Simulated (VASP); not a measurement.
Here is a VASP 6.6.1 calculation.

Contents of INCAR:

```
SYSTEM = Cr
PREC = Accurate
ENCUT = 600
EDIFF = 1E-7
ISMEAR = 0
SIGMA = 0.1
LREAL = .FALSE.
LASPH = .TRUE.
NELM = 80
ALGO = Fast
ISIF = 3
LWAVE = .FALSE.
LCHARG = .FALSE.
GGA = PE
IBRION = 2
NSW = 100
EDIFFG = -0.01
```

The input KPOINTS:

```
regular mesh
0
G
  27 27 27
  0 0 0
```

Contents of POSCAR:

```
Cr
1.0
    1.3515496647      0.7803175627      1.8830065864
   -1.3515496647      0.7803175627      1.8830065864
    0.0000000000     -1.5606351255      1.8830065864
Cr
1
Direct
    0.5000000000      0.5000000000      0.5000000000
```

Potentials or basis: VASP PAW PBE potentials, release 64 (Cr_pv).

Launch:

```sh
$ cat potpaw_PBE.64/Cr_pv/POTCAR > POTCAR
$ mpirun -np 1 vasp_std > vasp.out
```

Q: Predict the space group after relaxing (to 0.05 Å).

A: R-3m (No. 166).

Q: Estimate the relaxed volume.

A: 11.89 Å³/atom.

Q: Estimate the relaxed cell.

A: a = 2.444 Å, b = 2.444 Å, c = 2.444 Å, α = 67.12°, β = 67.12°, γ = 67.12°.

Final structure:
```xyz
1
Lattice="1.3509 0.7799 1.8809 -1.3509 0.7799 1.8809 0.0000 -1.5598 1.8809" Properties=species:S:1:pos:R:3 pbc="T T T"
Cr    0.0000    0.0000    2.8214
```

Caveat: the run has no spin polarisation, though such a crystal can be magnetic. Spin polarisation is off, so any magnetic state and its effect on volume and gap are missing.
